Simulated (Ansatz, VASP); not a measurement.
## Ir3C: VASP beside Ansatz

INCAR

```
ALGO = Normal ; DIPOL = 0.5 0.5 0.336
EDIFF = 1E-6 ; ENCUT = 520
GGA = CA ; IDIPOL = 3
ISIF = 2 ; ISMEAR = 0
ISPIN = 2 ; LASPH = T
LCHARG = F ; LDIPOL = T
LMAXMIX = 4 ; LORBIT = 11
LREAL = F ; LWAVE = F
MAGMOM = 0 0 0 2 ; NBANDS = 28
NELM = 150 ; PREC = Accurate
SIGMA = 0.1
```

Contents of KPOINTS:

```
k-points
0
Gamma
  12 12 1
```

POSCAR

```
Ir3C
1.0
    2.6946510889      0.0000000000      0.0000000000
   -1.3473255444      2.3336362973      0.0000000000
    0.0000000000      0.0000000000     21.2769546740
Ir C
3 1
Direct
    0.6666666667      0.3333333333      0.1879968286
    0.3333333333      0.6666666667      0.2885049938
    0.0000000000      0.0000000000      0.3890103072
    0.7777777778     -0.7777777778      0.4787787928
```

Input for Ansatz:

```yaml
crystal:
  lattice:
    - [2.6946510889, 0.0, 0.0]
    - [-1.3473255444, 2.3336362973, 0.0]
    - [0.0, 0.0, 21.276954674]
  atoms:
    - { symbol: Ir, position: [0.6666666667, 0.3333333333, 0.1879968286] }
    - { symbol: Ir, position: [0.3333333333, 0.6666666667, 0.2885049938] }
    - { symbol: Ir, position: [0.0, 0.0, 0.3890103072] }
    - { symbol: C, position: [0.7777777778, -0.7777777778, 0.4787787928], spin: 2.0 }
basis:
  ecutwfc: 420
kpoints:
  mp_grid: { grid: [12, 12, 1] }
hamiltonian:
  xc: lda
  pseudopotentials: { kind: paw, azcp: { folder: soft_1 } }
scf:
  occupations: { method: gaussian, width: 0.1 }
output:
  forces: true
  eigenvalues: true
  populations: true
magnetization:
  spin_polarized: true
efield:
  axis: 3
  dipole_correction: true
  ramp_width: 0.04
```

Alike in both runs: task single point; functional LDA; k mesh 12 × 12 × 1; occupations gaussian, width 0.1 eV; collinear spin.

|  | VASP | Ansatz |
| --- | --- | --- |
| version | VASP 6.6.1 | Ansatz 0.2.0 |
| potentials or method | VASP PAW LDA potentials, release 64 (Ir, C), cutoff 520 eV | scalar-relativistic, plane waves, PAW |
| valence electrons in the cell | 31 | 55 |

Ansatz gave:

| Property | Result |
| --- | --- |
| gap on the k mesh at the Fermi level (eV) | none |
| rms of the force components (eV/Å) | 1.350 |
| net moment per atom (μB) | 0.00 |

**Question.** What did VASP give for the same quantities?

**Answer.** gap on the k mesh at the Fermi level (eV): none; rms of the force components (eV/Å): 1.354; net moment per atom (μB): 0.00.

Ansatz warns that its potentials were made for another functional, while VASP's fit it. LDA's correlation is that of Perdew and Zunger in VASP and of Perdew and Wang (1992) in Ansatz. Atom by atom the forces differ by 0.047 eV/Å (rms over components). A gap of «none» marks a metal or a gap that the smearing closes. VASP's potentials hold 31 valence electrons a cell and Ansatz's 55, so a difference there can come from the potentials and not from the codes. Ansatz's warnings: seeded moment not kept.

Neither program's run includes spin-orbit coupling.
